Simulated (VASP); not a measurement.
# MgS (I4/mmm) in VASP: notebook

MgS is run at these levels: r2SCAN; tasks: single point.

Program: VASP 6.6.1. These are calculated values, not measurements. Logs are shortened: lines on timing, memory, paths and dates and some standing lists are left out, and cuts for length are marked.

### 1 The cell of the first run

It takes space group I4/mmm (No. 139, tetragonal). The conventional cell has a = 3.642 Å, b = 3.642 Å, c = 5.235 Å, α = 90.00°, β = 90.00°, γ = 90.00°. Mg (site symmetry 4/mmm) has 6 S at 2.58 to 2.62 Å within 3.4 Å. Within 3.4 Å of S (site symmetry 4/mmm) lie 6 Mg at 2.58 to 2.62 Å.

### 2 Single point, r2SCAN (in-plane strain -0.01, then relaxed in part)

POSCAR reads:

```
MgS
1.0
    2.5756335000      2.5756335000      0.0000000000
   -2.5756335000      2.5756335000      0.0000000000
    0.0000000000      2.5756335000      2.6172599000
Mg S
1 1
Direct
    0.0000000000      0.0000000000      0.0000000000
    0.5000000000      0.5000000000      0.0000000000
```

INCAR.step1 reads:

```
SYSTEM = MgS
ALGO = Normal
EDIFF = 1E-4
ENCUT = 520
GGA = PE
ISMEAR = 0
LASPH = .TRUE.
LCHARG = .FALSE.
LREAL = .FALSE.
LWAVE = .TRUE.
NBANDS = 11
NELM = 60
PREC = Accurate
SIGMA = 0.01
```

INCAR.step2 reads:

```
SYSTEM = MgS
ALGO = Normal
EDIFF = 1E-7
ENCUT = 520
ISIF = 2
ISMEAR = 0
ISTART = 1
LASPH = .TRUE.
LCHARG = .FALSE.
LMIXTAU = .TRUE.
LREAL = .FALSE.
LWAVE = .FALSE.
METAGGA = R2SCAN
NBANDS = 11
NELM = 60
PREC = Accurate
SIGMA = 0.01
```

KPOINTS reads:

```
k-points
0
G
  8 8 8
  0 0 0
```

Potentials or basis: VASP PAW PBE potentials, release 64 (Mg, S).

The run is started by

```
> cat potpaw_PBE.64/Mg/POTCAR potpaw_PBE.64/S/POTCAR > POTCAR
> cp INCAR.step1 INCAR
> mpirun -np 1 vasp_std > vasp.out
> cp INCAR.step2 INCAR
> mpirun -np 1 vasp_std > vasp.out
```

OUTCAR:

```text
SYSTEM = MgS
   EDIFF = 1E-7
   ENCUT = 520
   ISIF = 2
   ISMEAR = 0
   ISTART = 1
   LASPH = .TRUE.
   LREAL = .FALSE.
   METAGGA = R2SCAN
   NELM = 60
   PREC = Accurate

 ion  position               nearest neighbor table
   1  0.000  0.000  0.000-   2 2.58   2 2.58   2 2.58   2 2.58   2 2.62   2 2.62
   2  0.500  0.500  0.000-   1 2.58   1 2.58   1 2.58   1 2.58   1 2.62   1 2.62

  LATTYP: Found a body centered tetragonal cell.
 ALAT       =     3.6424958274
 C/A-ratio  =     1.4370695391

  Lattice vectors:

 A1 = (   2.5756335000,   0.0000000000,  -2.6172599000)
 A2 = (  -2.5756335000,   0.0000000000,  -2.6172599000)
 A3 = (   0.0000000000,   2.5756335000,   2.6172599000)

Analysis of symmetry for initial positions (statically):
=====================================================================
 Subroutine PRICEL returns:
 Original cell was already a primitive cell.

 Routine SETGRP: Setting up the symmetry group for a
 body centered tetragonal supercell.

 Subroutine GETGRP returns: Found 16 space group operations
 (whereof 16 operations were pure point group operations)
 out of a pool of 16 trial point group operations.

The static configuration has the point symmetry D_4h.

Analysis of symmetry for dynamics (positions and initial velocities):
=====================================================================
 Subroutine PRICEL returns:
 Original cell was already a primitive cell.

 Routine SETGRP: Setting up the symmetry group for a
 body centered tetragonal supercell.

 Subroutine GETGRP returns: Found 16 space group operations
 (whereof 16 operations were pure point group operations)
 out of a pool of 16 trial point group operations.

The dynamic configuration has the point symmetry D_4h.

 Subroutine INISYM returns: Found 16 space group operations
 (whereof 16 operations are pure point group operations),
 and found     1 'primitive' translations

----------------------------------------------------------------------------------------

                                     Primitive cell

  volume of cell :      34.7252

  direct lattice vectors                    reciprocal lattice vectors
     2.575633500  2.575633500  0.000000000     0.194126998  0.194126998 -0.191039491
    -2.575633500  2.575633500  0.000000000    -0.194126998  0.194126998 -0.191039491
     0.000000000  2.575633500  2.617259900     0.000000000  0.000000000  0.382078983

  length of vectors
     3.642495827  3.642495827  3.672048108     0.334464752  0.334464752  0.382078983

  position of ions in fractional coordinates (direct lattice)
     0.000000000  0.000000000  0.000000000
     0.500000000  0.500000000  0.000000000

  ion indices of the primitive-cell ions
   primitive index   ion index
                 1           1
                 2           2

----------------------------------------------------------------------------------------

 KPOINTS: k-points

Automatic generation of k-mesh.
 Grid dimensions read from file:
 generate k-points for:    8    8    8

 Generating k-lattice:

  Cartesian coordinates                     Fractional coordinates (reciprocal lattice)
     0.024265875  0.024265875 -0.023879936     0.125000000  0.000000000 -0.000000000
    -0.024265875  0.024265875 -0.023879936     0.000000000  0.125000000 -0.000000000
     0.000000000  0.000000000  0.047759873     0.000000000  0.000000000  0.125000000

  Length of vectors
     0.041808094  0.041808094  0.047759873

  Shift w.r.t. Gamma in fractional coordinates (k-lattice)
     0.000000000  0.000000000  0.000000000

 Subroutine IBZKPT returns following result:
 ===========================================

 Found     59 irreducible k-points:

 Following reciprocal coordinates:
            Coordinates               Weight
  0.000000  0.000000  0.000000      1.000000
  0.125000  0.000000  0.000000      8.000000
  0.250000  0.000000  0.000000      8.000000
  0.375000  0.000000  0.000000      8.000000
  0.500000  0.000000  0.000000      4.000000
  0.125000  0.125000  0.000000      8.000000
[... 16 lines left out ...]
  0.250000  0.000000  0.125000      4.000000
  0.375000  0.000000  0.125000      8.000000
 [... further k-points ...]
   k-points           NKPTS =     59   k-points in BZ     NKDIM =     59   number of bands    NBANDS=     11
   number of dos      NEDOS =    301   number of ions     NIONS =      2
   total plane-waves  NPLWV =  21952
   dimension x,y,z NGX =    28 NGY =   28 NGZ =   28
   dimension x,y,z NGXF=    56 NGYF=   56 NGZF=   56
   ions per type =               1   1
   NGX,Y,Z   is equivalent  to a cutoff of  12.78, 12.78, 12.68 a.u.
   NGXF,Y,Z  is equivalent  to a cutoff of  25.56, 25.56, 25.35 a.u.
 SYSTEM =  MgS
   PREC   = accura    normal or accurate (medium, high low for compatibility)
   ISTART =      1    job   : 0-new  1-cont  2-samecut
   ICHARG =      0    charge: 1-file 2-atom 10-const
   ISPIN  =      1    spin polarized calculation?
   LNONCOLLINEAR =      F non collinear calculations
   LSORBIT =      F    spin-orbit coupling
   LASPH  =      T    aspherical Exc in radial PAW
   ENCUT  =  520.0 eV  38.22 Ry    6.18 a.u.   6.77  6.77  6.83*2*pi/ulx,y,z
   NELM   =     60;   NELMIN=  2; NELMDL=  0     # of ELM steps
   EDIFF  = 0.1E-06   stopping-criterion for ELM
   LREAL  =      F    real-space projection
   EDIFFG = 0.1E-05   stopping-criterion for IOM
   NSW    =      0    number of steps for IOM
   IBRION =     -1    ionic relax: 0-MD 1-quasi-New 2-CG
   NFREE  =      0    steps in history (QN), initial steepest desc. (CG)
   ISIF   =      2    stress and relaxation
   ISYM   =      2    0-nonsym 1-usesym 2-fastsym
   POTIM  = 0.5000    time-step for ionic-motion
   TEBEG  =    0.0;   TEEND  =   0.0 temperature during run
   PSTRESS=    0.0 pullay stress
   NELECT =       8.0000    total number of electrons
   NUPDOWN=      -1.0000    fix difference up-down
   EMIN   =  10.00;   EMAX   =-10.00  energy-range for DOS
   EFERMI =   0.00;   METHOD = LEGACY
   ISMEAR =     0;   SIGMA  =   0.01  broadening in eV -4-tet -1-fermi 0-gaus
   EFERMI_NEDOS =   21; number of points for ismear=-14 and -15
   IALGO  =     38    algorithm
   IMIX   =      4    mixing-type and parameters
     AMIX     =   0.40;   BMIX     =  1.00
     AMIX_MAG =   1.60;   BMIX_MAG =  1.00
  volume/ion in A,a.u.               =      17.36       117.17
  Fermi-wavevector in a.u.,A,eV,Ry     =   1.003590  1.896511 13.703702  1.007194
  Thomas-Fermi vector in A             =   2.136152
   LORBIT       =      0    0 simple, 1 ext, 2 COOP (PROOUT), +10 PAW based schemes
   METAGGA = R2SCAN    functional components
   LHFCALC =     F    Hartree Fock is set to
   AEXX    =    0.0000 exact exchange contribution
   IVDW    =     0    specifies the selected vdW correction
   LEPSILON=     F    determine dielectric tensor
   LRPA    =     F    only Hartree local field effects (RPA)
 non-spin polarized calculation
 Gauss-broadening in eV      SIGMA  =   0.01
  energy-cutoff  :      520.00
  volume of cell :       34.73
 maximum number of plane-waves:       950
   NGX = 13   NGY = 13   NGZ = 13

 number of electron       7.9999999 magnetization

 Free energy of the ion-electron system (eV)
  ---------------------------------------------------
  ext. energy  EPLUGINS =         0.00000000
  ---------------------------------------------------
  free energy    TOTEN  =       -15.50804863 eV

  energy without entropy =      -15.50804863  energy(sigma->0) =      -15.50804863

 E-fermi :   3.8003     XC(G=0): -10.1522

 val. band max:        3.6638553383   @ k =   0.0000   0.0000   0.0000
 cond. band min:       7.0550493869   @ k =   0.5000   0.5000   0.0000
 fundamental gap:      3.3911940486
 Fermi energy:         3.8002959351

 k-point     1 :       0.0000    0.0000    0.0000
  band No.  band energies     occupation
      1      -9.6476      2.00000
      2       3.5960      2.00000
      3       3.5960      2.00000
      4       3.6639      2.00000
      5       8.3536      0.00000
      6      12.0256      0.00000
      7      12.1996      0.00000
      8      12.1997      0.00000
      9      14.4620      0.00000
     10      14.6907      0.00000
     11      17.2044      0.00000

 k-point     2 :       0.1250    0.0000    0.0000
  band No.  band energies     occupation
      1      -9.4889      2.00000
      2       2.5937      2.00000
      3       3.4959      2.00000
      4       3.5252      2.00000
      5       9.1020      0.00000
      6      11.8816      0.00000
      7      12.3451      0.00000
      8      12.4768      0.00000
      9      13.9150      0.00000
     10      14.0851      0.00000
     11      17.5062      0.00000

 k-point     3 :       0.2500    0.0000    0.0000
  band No.  band energies     occupation
      1      -9.0600      2.00000
      2       0.7833      2.00000
      3       3.2685      2.00000
      4       3.2762      2.00000
      5       9.3769      0.00000
      6      11.9647      0.00000
      7      12.1620      0.00000
      8      12.8338      0.00000
      9      14.6073      0.00000
     10      14.6270      0.00000
     11      16.6951      0.00000

 k-point     4 :       0.3750    0.0000    0.0000
  band No.  band energies     occupation
      1      -8.5373      2.00000
      2      -0.7279      2.00000
      3       3.0430      2.00000
      4       3.0813      2.00000
      5       9.0125      0.00000
      6      11.3034      0.00000
      7      11.4838      0.00000
      8      14.5904      0.00000
      9      16.3126      0.00000
     10      16.6384      0.00000
     11      16.7079      0.00000
[... 239 lines left out ...]
 k-point    22 :       0.0000    0.0000    0.1250
  band No.  band energies     occupation
      1      -9.4424      2.00000
      2       2.6888      2.00000
      3       3.2740      2.00000
      4       3.2740      2.00000
      5       9.4495      0.00000
      6      11.1242      0.00000
      7      12.7067      0.00000
      8      12.9198      0.00000
      9      12.9198      0.00000
     10      14.9531      0.00000
     11      18.7365      0.00000

 k-point    23 :       0.2500    0.0000    0.1250
  band No.  band energies     occupation
      1      -9.2349      2.00000
      2       1.6333      2.00000
      3       2.9253      2.00000
      4       3.4906      2.00000
      5       9.9259      0.00000
      6      11.4345      0.00000
      7      12.4380      0.00000
      8      12.8487      0.00000
      9      12.8927      0.00000
     10      15.1352      0.00000
     11      18.2256      0.00000

 k-point    24 :       0.3750    0.0000    0.1250
  band No.  band energies     occupation
      1      -8.7653      2.00000
      2       0.2100      2.00000
      3       2.3878      2.00000
      4       3.2678      2.00000
      5      10.0569      0.00000
      6      11.4457      0.00000
      7      11.9950      0.00000
      8      12.6032      0.00000
      9      14.2556      0.00000
     10      17.3001      0.00000
     11      17.6954      0.00000

 [... further k-points ...]
[... 5 lines left out ...]
  --------------------------------------------------------------------------------------
  -------------------------------------------------------------------------------------
  Total        0.2838889      0.2838889     -0.1032808      0.0000000     -0.0000000      0.0000000
  in kB       13.0982716     13.0982716     -4.7652429      0.0000000     -0.0000000      0.0000000
  external PRESSURE =       7.1437668 kB  Pullay stress =       0.0000000 kB

 VOLUME and BASIS-vectors are now :
 -----------------------------------------------------------------------------
  energy-cutoff  :      520.00
  volume of cell :       34.73
      direct lattice vectors                 reciprocal lattice vectors
     2.575633500  2.575633500  0.000000000     0.194126998  0.194126998 -0.191039491
    -2.575633500  2.575633500  0.000000000    -0.194126998  0.194126998 -0.191039491
     0.000000000  2.575633500  2.617259900     0.000000000  0.000000000  0.382078983

 POSITION                                       TOTAL-FORCE (eV/Angst)
 -----------------------------------------------------------------------------------
      0.00000      0.00000      0.00000        -0.000000      0.000000      0.000000
      0.00000      2.57563      0.00000         0.000000     -0.000000      0.000000
 -----------------------------------------------------------------------------------
    total drift:                               -0.000000      0.000000     -0.000000

  FREE ENERGIE OF THE ION-ELECTRON SYSTEM (eV)
  ---------------------------------------------------
  free  energy   TOTEN  =       -15.5080486271 eV

  energy  without entropy=      -15.5080486271  energy(sigma->0) =      -15.50804863
```

Run time: 67 s. Hardware: 1 thread of Intel Xeon 6975P-C (Granite Rapids), shared host; peak memory 0.18 GiB.

Results:

* Free energy: -15.5080 eV
* Pressure: 0.7 GPa
* Band gap on the k mesh: 3.39 eV, indirect (least direct gap 4.69 eV)

Stress tensor (GPa, compression positive):
```
 1.31  0.00  0.00
 0.00  1.31  0.00
 0.00  0.00 -0.48
```

Caveat: the cell differs from its parent crystal (in-plane strain -0.01, then relaxed in part); the PAW data sets were made with another functional, which shifts forces and pressure a little.

[end of part 1 of 2]
